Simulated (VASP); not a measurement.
# V3W2 (Pn-3m) in VASP: single point with PBE

Aim: the single point of V3W2 with PBE.

Program: VASP 6.6.1. These are calculated values, not measurements. Logs are shortened: lines on timing, memory, paths and dates and some standing lists are left out, and cuts for length are marked.

### Step 1. The cell of the first run

Symmetry: Pn-3m, No. 224, cubic system. The conventional cell has a = 5.771 Å, b = 5.771 Å, c = 5.771 Å, α = 90.00°, β = 90.00°, γ = 90.00°. Within 3.3 Å of V (site symmetry -42m) lie 4 W at 2.50 Å and 4 V at 2.89 Å. W (site symmetry -3m) has 6 V at 2.50 Å within 3.3 Å.

### Step 2. Single point, PBE

Input file INCAR:

```
ALGO = Fast
EDIFF = 1E-6
ENCUT = 520
GGA = PE
ISIF = 2
ISMEAR = 0
LASPH = T
LCHARG = F
LREAL = F
LWAVE = F
NBANDS = 78
NELM = 80
PREC = Accurate
SIGMA = 0.1
```

Input file KPOINTS:

```
k-points
0
Gamma
  8 8 8
```

Input file POSCAR:

```
V3W2
1.0
    5.7708900233      0.0000000000      0.0000000000
    0.0000000000      5.7708900233      0.0000000000
    0.0000000000      0.0000000000      5.7708900233
V W
6 4
Direct
    0.0000000000      0.5000000000      0.5000000000
    0.0000000000      0.5000000000      0.0000000000
    0.5000000000      0.0000000000      0.5000000000
    0.0000000000      0.0000000000      0.5000000000
    0.5000000000      0.0000000000      0.0000000000
    0.5000000000      0.5000000000      0.0000000000
    0.2500000000      0.2500000000      0.2500000000
    0.2500000000      0.7500000000      0.7500000000
    0.7500000000      0.7500000000      0.2500000000
    0.7500000000      0.2500000000      0.7500000000
```

Potentials or basis: VASP PAW PBE potentials, release 64 (V_sv, W_sv).

Launch:

```console
cat potpaw_PBE.64/V_sv/POTCAR potpaw_PBE.64/W_sv/POTCAR > POTCAR
mpirun -np 1 vasp_std > vasp.out
```

OUTCAR:

```text
EDIFF = 1E-6
   ENCUT = 520
   GGA = PE
   ISIF = 2
   ISMEAR = 0
   LASPH = T
   LREAL = F
   NELM = 80
   PREC = Accurate

 ion  position               nearest neighbor table
   1  0.000  0.500  0.500-   7 2.50   8 2.50   9 2.50  10 2.50   2 2.89   4 2.89   2 2.89   4 2.89

   2  0.000  0.500  0.000-   7 2.50   8 2.50   9 2.50  10 2.50   1 2.89   6 2.89   1 2.89   6 2.89

   3  0.500  0.000  0.500-   7 2.50   8 2.50   9 2.50  10 2.50   4 2.89   5 2.89   5 2.89   4 2.89

   4  0.000  0.000  0.500-   7 2.50   8 2.50   9 2.50  10 2.50   1 2.89   3 2.89   1 2.89   3 2.89

   5  0.500  0.000  0.000-   7 2.50   8 2.50   9 2.50  10 2.50   3 2.89   6 2.89   3 2.89   6 2.89

   6  0.500  0.500  0.000-   7 2.50   8 2.50   9 2.50  10 2.50   2 2.89   5 2.89   5 2.89   2 2.89

   7  0.250  0.250  0.250-   1 2.50   2 2.50   3 2.50   4 2.50   5 2.50   6 2.50
   8  0.250  0.750  0.750-   1 2.50   2 2.50   3 2.50   4 2.50   5 2.50   6 2.50
   9  0.750  0.750  0.250-   1 2.50   2 2.50   3 2.50   4 2.50   5 2.50   6 2.50
  10  0.750  0.250  0.750-   1 2.50   2 2.50   3 2.50   4 2.50   5 2.50   6 2.50

  LATTYP: Found a simple cubic cell.
 ALAT       =     5.7708900233

  Lattice vectors:

 A1 = (   5.7708900233,   0.0000000000,   0.0000000000)
 A2 = (   0.0000000000,   5.7708900233,   0.0000000000)
 A3 = (   0.0000000000,   0.0000000000,   5.7708900233)

Analysis of symmetry for initial positions (statically):
=====================================================================
 Subroutine PRICEL returns:
 Original cell was already a primitive cell.

 Routine SETGRP: Setting up the symmetry group for a
 simple cubic supercell.

 Subroutine GETGRP returns: Found 48 space group operations
 (whereof 24 operations were pure point group operations)
 out of a pool of 48 trial point group operations.

The static configuration has the point symmetry T_d .
 The point group associated with its full space group is O_h .

Analysis of symmetry for dynamics (positions and initial velocities):
=====================================================================
 Subroutine PRICEL returns:
 Original cell was already a primitive cell.

 Routine SETGRP: Setting up the symmetry group for a
 simple cubic supercell.

 Subroutine GETGRP returns: Found 48 space group operations
 (whereof 24 operations were pure point group operations)
 out of a pool of 48 trial point group operations.

The dynamic configuration has the point symmetry T_d .
 The point group associated with its full space group is O_h .

 Subroutine INISYM returns: Found 48 space group operations
 (whereof 24 operations are pure point group operations),
 and found     1 'primitive' translations

----------------------------------------------------------------------------------------

                                     Primitive cell

  volume of cell :     192.1889

  direct lattice vectors                    reciprocal lattice vectors
     5.770890023  0.000000000  0.000000000     0.173283496  0.000000000  0.000000000
     0.000000000  5.770890023  0.000000000     0.000000000  0.173283496  0.000000000
     0.000000000  0.000000000  5.770890023     0.000000000  0.000000000  0.173283496

  length of vectors
     5.770890023  5.770890023  5.770890023     0.173283496  0.173283496  0.173283496

  position of ions in fractional coordinates (direct lattice)
     0.000000000  0.500000000  0.500000000
     0.000000000  0.500000000  0.000000000
     0.500000000  0.000000000  0.500000000
     0.000000000  0.000000000  0.500000000
     0.500000000  0.000000000  0.000000000
     0.500000000  0.500000000  0.000000000
     0.250000000  0.250000000  0.250000000
     0.250000000  0.750000000  0.750000000
     0.750000000  0.750000000  0.250000000
     0.750000000  0.250000000  0.750000000

  ion indices of the primitive-cell ions
   primitive index   ion index
                 1           1
                 2           2
                 3           3
                 4           4
                 5           5
                 6           6
                 7           7
                 8           8
                 9           9
                10          10

----------------------------------------------------------------------------------------

 KPOINTS: k-points

Automatic generation of k-mesh.
 Grid dimensions read from file:
 generate k-points for:    8    8    8

 Generating k-lattice:

  Cartesian coordinates                     Fractional coordinates (reciprocal lattice)
     0.021660437  0.000000000  0.000000000     0.125000000  0.000000000  0.000000000
     0.000000000  0.021660437  0.000000000     0.000000000  0.125000000  0.000000000
     0.000000000  0.000000000  0.021660437     0.000000000  0.000000000  0.125000000

  Length of vectors
     0.021660437  0.021660437  0.021660437

  Shift w.r.t. Gamma in fractional coordinates (k-lattice)
     0.000000000  0.000000000  0.000000000

 Subroutine IBZKPT returns following result:
 ===========================================

 Found     35 irreducible k-points:

 Following reciprocal coordinates:
            Coordinates               Weight
  0.000000  0.000000  0.000000      1.000000
  0.125000  0.000000  0.000000      6.000000
  0.250000  0.000000  0.000000      6.000000
  0.375000  0.000000  0.000000      6.000000
  0.500000  0.000000  0.000000      3.000000
  0.125000  0.125000  0.000000     12.000000
[... 16 lines left out ...]
  0.375000  0.375000  0.125000     24.000000
  0.500000  0.375000  0.125000     24.000000
 [... further k-points ...]
   k-points           NKPTS =     35   k-points in BZ     NKDIM =     35   number of bands    NBANDS=     78
   number of dos      NEDOS =    301   number of ions     NIONS =     10
   total plane-waves  NPLWV = 110592
   dimension x,y,z NGX =    48 NGY =   48 NGZ =   48
   dimension x,y,z NGXF=    96 NGYF=   96 NGZF=   96
   ions per type =               6   4
   NGX,Y,Z   is equivalent  to a cutoff of  13.83, 13.83, 13.83 a.u.
   NGXF,Y,Z  is equivalent  to a cutoff of  27.66, 27.66, 27.66 a.u.
 SYSTEM =  unknown system
   PREC   = accura    normal or accurate (medium, high low for compatibility)
   ISTART =      0    job   : 0-new  1-cont  2-samecut
   ICHARG =      2    charge: 1-file 2-atom 10-const
   ISPIN  =      1    spin polarized calculation?
   LNONCOLLINEAR =      F non collinear calculations
   LSORBIT =      F    spin-orbit coupling
   LASPH  =      T    aspherical Exc in radial PAW
   ENCUT  =  520.0 eV  38.22 Ry    6.18 a.u.  10.73 10.73 10.73*2*pi/ulx,y,z
   NELM   =     80;   NELMIN=  2; NELMDL= -5     # of ELM steps
   EDIFF  = 0.1E-05   stopping-criterion for ELM
   LREAL  =      F    real-space projection
   EDIFFG = 0.1E-04   stopping-criterion for IOM
   NSW    =      0    number of steps for IOM
   IBRION =     -1    ionic relax: 0-MD 1-quasi-New 2-CG
   NFREE  =      0    steps in history (QN), initial steepest desc. (CG)
   ISIF   =      2    stress and relaxation
   ISYM   =      2    0-nonsym 1-usesym 2-fastsym
   POTIM  = 0.5000    time-step for ionic-motion
   TEBEG  =    0.0;   TEEND  =   0.0 temperature during run
   PSTRESS=    0.0 pullay stress
   NELECT =     134.0000    total number of electrons
   NUPDOWN=      -1.0000    fix difference up-down
   EMIN   =  10.00;   EMAX   =-10.00  energy-range for DOS
   EFERMI =   0.00;   METHOD = LEGACY
   ISMEAR =     0;   SIGMA  =   0.10  broadening in eV -4-tet -1-fermi 0-gaus
   EFERMI_NEDOS =   21; number of points for ismear=-14 and -15
   IALGO  =     68    algorithm
   IMIX   =      4    mixing-type and parameters
     AMIX     =   0.40;   BMIX     =  1.00
     AMIX_MAG =   1.60;   BMIX_MAG =  1.00
  volume/ion in A,a.u.               =      19.22       129.70
  Fermi-wavevector in a.u.,A,eV,Ry     =   1.451667  2.743253 28.672057  2.107337
  Thomas-Fermi vector in A             =   2.569138
   LORBIT       =      0    0 simple, 1 ext, 2 COOP (PROOUT), +10 PAW based schemes
   GGA     = PE    functional components
   LHFCALC =     F    Hartree Fock is set to
   AEXX    =    0.0000 exact exchange contribution
   IVDW    =     0    specifies the selected vdW correction
   LEPSILON=     F    determine dielectric tensor
   LRPA    =     F    only Hartree local field effects (RPA)
 non-spin polarized calculation
 RMM-DIIS sequential band-by-band and
 Gauss-broadening in eV      SIGMA  =   0.10
  energy-cutoff  :      520.00
  volume of cell :      192.19
 maximum number of plane-waves:      5232
 NGX is ok and might be reduce to    48
   NGX = 21   NGY = 21   NGZ = 21

 number of electron     133.9999972 magnetization

 Free energy of the ion-electron system (eV)
  ---------------------------------------------------
  ext. energy  EPLUGINS =         0.00000000
  ---------------------------------------------------
  free energy    TOTEN  =       -90.54976552 eV

  energy without entropy =      -90.45481386  energy(sigma->0) =      -90.50228969

 E-fermi :   6.8316     XC(G=0): -11.3532

 val. band max:        6.8296236680   @ k =   0.5000   0.3750   0.2500
 cond. band min:       6.8325871428   @ k =   0.3750   0.2500   0.0000
 fundamental gap:      0.0029634748
 Fermi energy:         6.8315915122

 k-point     1 :       0.0000    0.0000    0.0000
  band No.  band energies     occupation
      1     -66.5182      2.00000
      2     -66.5156      2.00000
      3     -66.5156      2.00000
      4     -66.5156      2.00000
      5     -57.1717      2.00000
      6     -57.1650      2.00000
[... 70 lines left out ...]
     77       8.2059      0.00000
     78       9.9139      0.00000

 k-point     2 :       0.1250    0.0000    0.0000
  band No.  band energies     occupation
      1     -66.5181      2.00000
      2     -66.5156      2.00000
      3     -66.5155      2.00000
      4     -66.5155      2.00000
      5     -57.1713      2.00000
      6     -57.1652      2.00000
[... 1774 lines left out ...]
 k-point    24 :       0.5000    0.3750    0.1250
  band No.  band energies     occupation
      1     -66.5165      2.00000
      2     -66.5165      2.00000
      3     -66.5160      2.00000
      4     -66.5158      2.00000
      5     -57.1627      2.00000
      6     -57.1627      2.00000
[... 70 lines left out ...]
     77       7.5849      0.00000
     78       8.2381      0.00000

 [... further k-points ...]

------------------------ aborting loop because EDIFF is reached ----------------------------------------

  FORCE on cell =-STRESS in cart. coord.  units (eV):
  Direction    XX          YY          ZZ          XY          YZ          ZX
  --------------------------------------------------------------------------------------
  -------------------------------------------------------------------------------------
  Total        0.4347231      0.4347231      0.4347231      0.0000000      0.0000000      0.0000000
  in kB        3.6240563      3.6240563      3.6240563      0.0000000      0.0000000      0.0000000
  external PRESSURE =       3.6240563 kB  Pullay stress =       0.0000000 kB

 VOLUME and BASIS-vectors are now :
 -----------------------------------------------------------------------------
  energy-cutoff  :      520.00
  volume of cell :      192.19
      direct lattice vectors                 reciprocal lattice vectors
     5.770890023  0.000000000  0.000000000     0.173283496  0.000000000  0.000000000
     0.000000000  5.770890023  0.000000000     0.000000000  0.173283496  0.000000000
     0.000000000  0.000000000  5.770890023     0.000000000  0.000000000  0.173283496

 POSITION                                       TOTAL-FORCE (eV/Angst)
 -----------------------------------------------------------------------------------
      0.00000      2.88545      2.88545        -0.000000      0.000000     -0.000000
      0.00000      2.88545      0.00000        -0.000000     -0.000000      0.000000
      2.88545      0.00000      2.88545         0.000000      0.000000     -0.000000
      0.00000      0.00000      2.88545         0.000000      0.000000     -0.000000
      2.88545      0.00000      0.00000        -0.000000      0.000000      0.000000
      2.88545      2.88545      0.00000        -0.000000     -0.000000     -0.000000
      1.44272      1.44272      1.44272         0.000000     -0.000000      0.000000
      1.44272      4.32817      4.32817        -0.000000      0.000000      0.000000
      4.32817      4.32817      1.44272        -0.000000     -0.000000     -0.000000
      4.32817      1.44272      4.32817         0.000000     -0.000000     -0.000000
 -----------------------------------------------------------------------------------
    total drift:                                0.000000      0.000000      0.000000

  FREE ENERGIE OF THE ION-ELECTRON SYSTEM (eV)
  ---------------------------------------------------
  free  energy   TOTEN  =       -90.5497655158 eV

  energy  without entropy=      -90.4548138579  energy(sigma->0) =      -90.50228969
```

It took 16 min on 1 thread of Intel Xeon Platinum 8259CL at 2.50GHz (Skylake/Cascade Lake), shared host; peak memory 0.56 GiB.

Results:

```
Free energy            : -90.5498 eV
Pressure               : 0.4 GPa
Band gap on the k mesh : zero (band 67 reaches 7.45 eV, above the bottom of band 68 at 6.59 eV)
```

Caveat: spin-orbit coupling is left out, which moves the levels of the heavy elements.
